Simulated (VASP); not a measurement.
Set up this calculation in VASP 6.6.1, as the native input.

```
Task                   : single point
Functional             : PBE
Potentials or basis    : VASP PAW PBE potentials, release 64 (K_sv, Cl)
Cutoff                 : 520 eV
k mesh                 : 6 × 6 × 6
Occupations            : gaussian, width 0.05 eV
Spin                   : no spin polarisation
Dipole correction      : no
Further INCAR settings : ALGO = Normal; EDIFF = 1e-06; NBANDS = 15
```

The structure of KCl lies in POSCAR:

```
KCl
1.0
    0.0000000000      3.1561000000      3.1561000000
    3.1561000000      0.0000000000      3.1561000000
    3.1561000000      3.1561000000      0.0000000000
K Cl
1 1
Direct
    0.0198029213      0.0198029213     -0.0198029213
    0.5000000000      0.5000000000      0.5000000000
```

This cell differs from its parent crystal: all K atoms moved +0.125 Å, as atom 1 along Cartesian [0 0 1].

One way to write it, as run:

INCAR

```
ALGO = Normal
EDIFF = 1E-6
ENCUT = 520
GGA = PE
ISIF = 2
ISMEAR = 0
LASPH = True
LCHARG = False
LREAL = False
LWAVE = False
NBANDS = 15
NELM = 80
PREC = Accurate
SIGMA = 0.05
```

KPOINTS

```
k-points
0
Gamma
  6 6 6
```

Potentials or basis: VASP PAW PBE potentials, release 64 (K_sv, Cl).

Launch:

```sh
$ cat potpaw_PBE.64/K_sv/POTCAR potpaw_PBE.64/Cl/POTCAR > POTCAR
$ mpirun -np 1 vasp_std > vasp.out
```

Results of the run:

The pressure is 0.7 GPa. The largest force is 0.170 eV/Å. The band gap on the k mesh is 5.16 eV, direct.

Caveat: the cell differs from its parent crystal (all K atoms moved +0.125 Å, as atom 1 along Cartesian [0 0 1]).

It took 22 s on 1 thread of Intel(R) Xeon(R) Platinum 8488C (Sapphire Rapids), on a shared host, peak memory 0.2 GiB.
